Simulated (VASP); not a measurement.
# Si3Ge (P6/mmm) in VASP: further runs

The runs below take Si3Ge through single point, with PBE.

Everything below comes from runs of VASP 6.6.1. Logs are shortened: lines on timing, memory, paths and dates and some standing lists are left out, and cuts for length are marked.

## Step 1: The cell of the first run

It takes space group P6/mmm (No. 191, hexagonal). The conventional cell has a = 2.712 Å, b = 2.712 Å, c = 10.186 Å, α = 90.00°, β = 90.00°, γ = 120.00°. Si (site symmetry 6/mmm) has 8 Si at 2.55 to 2.71 Å within 3.4 Å. Si (site symmetry 6mm) has 7 Si at 2.55 to 2.71 Å and 1 Ge at 2.55 Å within 3.4 Å. Within 3.4 Å of Ge (site symmetry 6/mmm) lie 2 Si at 2.55 Å and 6 Ge at 2.71 Å.

## Step 2: Single point, PBE

File INCAR:

```
SYSTEM = Si3Ge
PREC     = Accurate       ! precision mode
ENCUT    = 500            ! plane-wave cutoff, eV
EDIFF    = 1E-6           ! SCF threshold, eV
ISMEAR   = 0              ! smearing method
SIGMA    = 0.1            ! smearing width, eV
LREAL    = .FALSE.        ! projectors in reciprocal space
LASPH    = .TRUE.         ! aspherical terms in the spheres
NELM     = 120            ! most SCF steps
ALGO     = Normal         ! electronic algorithm
ISIF     = 2              ! what is computed and relaxed
LWAVE    = .FALSE.        ! write WAVECAR
LCHARG   = .FALSE.        ! write CHGCAR
GGA      = PE             ! functional
NBANDS   = 21             ! bands
GGA_COMPAT= .FALSE.
```

File KPOINTS:

```
regular mesh
0
G
  6 6 2
  0 0 0
```

File POSCAR:

```
Si3Ge
1.0
    2.7118090200      0.0000000000      0.0000000000
   -1.3559045100      2.3484955000      0.0000000000
    0.0000000000      0.0000000000     10.1861852600
Si Ge
3 1
Direct
    0.0000000000      0.0000000000      0.0000000000
    0.0000000000      0.0000000000      0.2500000000
    0.0000000000      0.0000000000      0.7500000000
    0.0000000000      0.0000000000      0.5000000000
```

Potentials or basis: VASP PAW PBE potentials, release 64 (Si, Ge_d).

Launch:

```console
$ cat potpaw_PBE.64/Si/POTCAR potpaw_PBE.64/Ge_d/POTCAR > POTCAR
$ mpirun -np 1 vasp_std > vasp.out
```

OUTCAR:

```text
SYSTEM = Si3Ge
   PREC = Accurate
   ENCUT = 500
   EDIFF = 1E-6
   ISMEAR = 0
   LREAL = .FALSE.
   LASPH = .TRUE.
   NELM = 120
   ISIF = 2
   GGA = PE

 ion  position               nearest neighbor table
   1  0.000  0.000  0.000-   2 2.55   3 2.55
   2  0.000  0.000  0.250-   1 2.55   4 2.55
   3  0.000  0.000  0.750-   1 2.55   4 2.55
   4  0.000  0.000  0.500-   2 2.55   3 2.55

  LATTYP: Found a hexagonal cell.
 ALAT       =     2.7118090200
 C/A-ratio  =     3.7562325314

  Lattice vectors:

 A1 = (   2.7118090200,   0.0000000000,   0.0000000000)
 A2 = (  -1.3559045100,   2.3484955000,   0.0000000000)
 A3 = (   0.0000000000,   0.0000000000,  10.1861852600)

Analysis of symmetry for initial positions (statically):
=====================================================================
 Subroutine PRICEL returns:
 Original cell was already a primitive cell.

 Routine SETGRP: Setting up the symmetry group for a
 hexagonal supercell.

 Subroutine GETGRP returns: Found 24 space group operations
 (whereof 24 operations were pure point group operations)
 out of a pool of 24 trial point group operations.

The static configuration has the point symmetry D_6h.

Analysis of symmetry for dynamics (positions and initial velocities):
=====================================================================
 Subroutine PRICEL returns:
 Original cell was already a primitive cell.

 Routine SETGRP: Setting up the symmetry group for a
 hexagonal supercell.

 Subroutine GETGRP returns: Found 24 space group operations
 (whereof 24 operations were pure point group operations)
 out of a pool of 24 trial point group operations.

The dynamic configuration has the point symmetry D_6h.

 Subroutine INISYM returns: Found 24 space group operations
 (whereof 24 operations are pure point group operations),
 and found     1 'primitive' translations

----------------------------------------------------------------------------------------

                                     Primitive cell

  volume of cell :      64.8725

  direct lattice vectors                    reciprocal lattice vectors
     2.711809020  0.000000000  0.000000000     0.368757531  0.212902260  0.000000000
    -1.355904510  2.348495500  0.000000000     0.000000000  0.425804520  0.000000000
     0.000000000  0.000000000 10.186185260     0.000000000  0.000000000  0.098172179

  length of vectors
     2.711809020  2.711809019 10.186185260     0.425804520  0.425804520  0.098172179

  position of ions in fractional coordinates (direct lattice)
     0.000000000  0.000000000  0.000000000
     0.000000000  0.000000000  0.250000000
     0.000000000  0.000000000  0.750000000
     0.000000000  0.000000000  0.500000000

  ion indices of the primitive-cell ions
   primitive index   ion index
                 1           1
                 2           2
                 3           3
                 4           4

----------------------------------------------------------------------------------------

 KPOINTS: regular mesh

Automatic generation of k-mesh.
 Grid dimensions read from file:
 generate k-points for:    6    6    2

 Generating k-lattice:

  Cartesian coordinates                     Fractional coordinates (reciprocal lattice)
     0.061459589  0.035483710  0.000000000     0.166666667 -0.000000000  0.000000000
     0.000000000  0.070967420  0.000000000     0.000000000  0.166666667  0.000000000
     0.000000000  0.000000000  0.049086089     0.000000000  0.000000000  0.500000000

  Length of vectors
     0.070967420  0.070967420  0.049086089

  Shift w.r.t. Gamma in fractional coordinates (k-lattice)
     0.000000000  0.000000000  0.000000000

 Subroutine IBZKPT returns following result:
 ===========================================

 Found     14 irreducible k-points:

 Following reciprocal coordinates:
            Coordinates               Weight
  0.000000  0.000000  0.000000      1.000000
  0.166667 -0.000000  0.000000      6.000000
  0.333333 -0.000000  0.000000      6.000000
  0.500000  0.000000  0.000000      3.000000
  0.166667  0.166667  0.000000      6.000000
  0.333333  0.166667  0.000000     12.000000
  0.333333  0.333333  0.000000      2.000000
  0.000000  0.000000  0.500000      1.000000
  0.166667 -0.000000  0.500000      6.000000
  0.333333 -0.000000  0.500000      6.000000
  0.500000  0.000000  0.500000      3.000000
  0.166667  0.166667  0.500000      6.000000
  0.333333  0.166667  0.500000     12.000000
  0.333333  0.333333  0.500000      2.000000
   k-points           NKPTS =     14   k-points in BZ     NKDIM =     14   number of bands    NBANDS=     21
   number of dos      NEDOS =    301   number of ions     NIONS =      4
   total plane-waves  NPLWV =  32000
   dimension x,y,z NGX =    20 NGY =   20 NGZ =   80
   dimension x,y,z NGXF=    40 NGYF=   40 NGZF=  160
   ions per type =               3   1
   NGX,Y,Z   is equivalent  to a cutoff of  12.26, 12.26, 13.06 a.u.
   NGXF,Y,Z  is equivalent  to a cutoff of  24.52, 24.52, 26.11 a.u.
 SYSTEM =  Si3Ge
   PREC   = accura    normal or accurate (medium, high low for compatibility)
   ISTART =      0    job   : 0-new  1-cont  2-samecut
   ICHARG =      2    charge: 1-file 2-atom 10-const
   ISPIN  =      1    spin polarized calculation?
   LNONCOLLINEAR =      F non collinear calculations
   LSORBIT =      F    spin-orbit coupling
   LASPH  =      T    aspherical Exc in radial PAW
   ENCUT  =  500.0 eV  36.75 Ry    6.06 a.u.   4.94  4.94 18.57*2*pi/ulx,y,z
   NELM   =    120;   NELMIN=  2; NELMDL= -5     # of ELM steps
   EDIFF  = 0.1E-05   stopping-criterion for ELM
   LREAL  =      F    real-space projection
   EDIFFG = 0.1E-04   stopping-criterion for IOM
   NSW    =      0    number of steps for IOM
   IBRION =     -1    ionic relax: 0-MD 1-quasi-New 2-CG
   NFREE  =      0    steps in history (QN), initial steepest desc. (CG)
   ISIF   =      2    stress and relaxation
   ISYM   =      2    0-nonsym 1-usesym 2-fastsym
   POTIM  = 0.5000    time-step for ionic-motion
   TEBEG  =    0.0;   TEEND  =   0.0 temperature during run
   PSTRESS=    0.0 pullay stress
   NELECT =      26.0000    total number of electrons
   NUPDOWN=      -1.0000    fix difference up-down
   EMIN   =  10.00;   EMAX   =-10.00  energy-range for DOS
   EFERMI =   0.00;   METHOD = LEGACY
   ISMEAR =     0;   SIGMA  =   0.10  broadening in eV -4-tet -1-fermi 0-gaus
   EFERMI_NEDOS =   21; number of points for ismear=-14 and -15
   IALGO  =     38    algorithm
   IMIX   =      4    mixing-type and parameters
     AMIX     =   0.40;   BMIX     =  1.00
     AMIX_MAG =   1.60;   BMIX_MAG =  1.00
  volume/ion in A,a.u.               =      16.22       109.45
  Fermi-wavevector in a.u.,A,eV,Ry     =   1.207014  2.280927 19.822109  1.456884
  Thomas-Fermi vector in A             =   2.342665
   LORBIT       =      0    0 simple, 1 ext, 2 COOP (PROOUT), +10 PAW based schemes
   GGA     = PE    functional components
   LHFCALC =     F    Hartree Fock is set to
   AEXX    =    0.0000 exact exchange contribution
   IVDW    =     0    specifies the selected vdW correction
   LEPSILON=     F    determine dielectric tensor
   LRPA    =     F    only Hartree local field effects (RPA)
 non-spin polarized calculation
 Gauss-broadening in eV      SIGMA  =   0.10
  energy-cutoff  :      500.00
  volume of cell :       64.87
 maximum number of plane-waves:      1695
 NGX is ok and might be reduce to    20
   NGX =  9   NGY =  9   NGZ = 37

 number of electron      25.9999989 magnetization

 Free energy of the ion-electron system (eV)
  ---------------------------------------------------
  ext. energy  EPLUGINS =         0.00000000
  ---------------------------------------------------
  free energy    TOTEN  =       -19.13345201 eV

  energy without entropy =      -19.11321513  energy(sigma->0) =      -19.12333357

 E-fermi :   8.7700     XC(G=0): -11.0015

 val. band max:        8.6909166354   @ k =   0.3333   0.1667   0.5000
 cond. band min:       8.7811350759   @ k =   0.3333   0.1667   0.0000
 fundamental gap:      0.0902184405
 Fermi energy:         8.7700335128

 k-point     1 :       0.0000    0.0000    0.0000
  band No.  band energies     occupation
      1     -16.3258      2.00000
      2     -16.3258      2.00000
      3     -16.3200      2.00000
      4     -16.1554      2.00000
      5     -16.1554      2.00000
      6      -5.3354      2.00000
[... 13 lines left out ...]
     20      19.0541      0.00000
     21      20.5228      0.00000

 k-point     2 :       0.1667   -0.0000    0.0000
  band No.  band energies     occupation
      1     -16.3459      2.00000
      2     -16.2785      2.00000
      3     -16.2769      2.00000
      4     -16.1844      2.00000
      5     -16.1617      2.00000
      6      -4.5946      2.00000
[... 13 lines left out ...]
     20      16.9851      0.00000
     21      17.1227      0.00000

 k-point     3 :       0.3333   -0.0000    0.0000
  band No.  band energies     occupation
      1     -16.3884      2.00000
      2     -16.2412      2.00000
      3     -16.1972      2.00000
      4     -16.1778      2.00000
      5     -16.1743      2.00000
      6      -2.3835      2.00000
[... 13 lines left out ...]
     20      14.9934      0.00000
     21      15.7806      0.00000
[... 217 lines left out ...]
 k-point    13 :       0.3333    0.1667    0.5000
  band No.  band energies     occupation
      1     -16.3508      2.00000
      2     -16.2542      2.00000
      3     -16.2000      2.00000
      4     -16.1955      2.00000
      5     -16.1471      2.00000
      6      -0.0993      2.00000
[... 13 lines left out ...]
     20      13.6447      0.00000
     21      14.1797      0.00000

 k-point    14 :       0.3333    0.3333    0.5000
  band No.  band energies     occupation
      1     -16.2451      2.00000
      2     -16.2451      2.00000
      3     -16.2333      2.00000
      4     -16.2333      2.00000
      5     -16.1767      2.00000
      6       2.2414      2.00000
[... 13 lines left out ...]
     20      14.0441      0.00000
     21      14.0441      0.00000

------------------------ aborting loop because EDIFF is reached ----------------------------------------

  FORCE on cell =-STRESS in cart. coord.  units (eV):
  Direction    XX          YY          ZZ          XY          YZ          ZX
  --------------------------------------------------------------------------------------
  -------------------------------------------------------------------------------------
  Total       -1.6905560     -1.6905560      4.1567468      0.0000000     -0.0000000      0.0000000
  in kB      -41.7522372    -41.7522371    102.6605887      0.0000000     -0.0000000      0.0000000
  external PRESSURE =       6.3853715 kB  Pullay stress =       0.0000000 kB

 VOLUME and BASIS-vectors are now :
 -----------------------------------------------------------------------------
  energy-cutoff  :      500.00
  volume of cell :       64.87
      direct lattice vectors                 reciprocal lattice vectors
     2.711809020  0.000000000  0.000000000     0.368757531  0.212902260  0.000000000
    -1.355904510  2.348495500  0.000000000     0.000000000  0.425804520  0.000000000
     0.000000000  0.000000000 10.186185260     0.000000000  0.000000000  0.098172179

 POSITION                                       TOTAL-FORCE (eV/Angst)
 -----------------------------------------------------------------------------------
      0.00000      0.00000      0.00000        -0.000000      0.000000      0.000000
      0.00000      0.00000      2.54655        -0.000000     -0.000000     -0.622958
      0.00000      0.00000      7.63964         0.000000      0.000000      0.622958
      0.00000      0.00000      5.09309        -0.000000      0.000000      0.000000
 -----------------------------------------------------------------------------------
    total drift:                               -0.000000      0.000000     -0.000000

  FREE ENERGIE OF THE ION-ELECTRON SYSTEM (eV)
  ---------------------------------------------------
  free  energy   TOTEN  =       -19.1334520115 eV

  energy  without entropy=      -19.1132151294  energy(sigma->0) =      -19.12333357
```

It took 32 s on 1 thread of Intel Xeon 8259CL, shared host; peak memory 0.18 GiB.

Results:

```yaml
Free_energy: -19.1335 eV
Pressure: 0.6 GPa
Largest_force: 0.623 eV/Å
Band_gap_on_the_k_mesh: zero (bands 13 and 14 overlap by 10.27 eV)
```

Forces on the atoms (eV/Å):
```
Si   0.000  0.000  0.000
Si   0.000  0.000 -0.623
Si   0.000  0.000  0.623
Ge   0.000  0.000  0.000
```

Stress tensor (GPa, compression positive):
```
-4.18  0.00  0.00
 0.00 -4.18  0.00
 0.00  0.00 10.27
```

Caveat: the k points lie up to 0.45 Å⁻¹ apart, too coarse for converged energies and pressures of a metal.

[end of part 1 of 2]
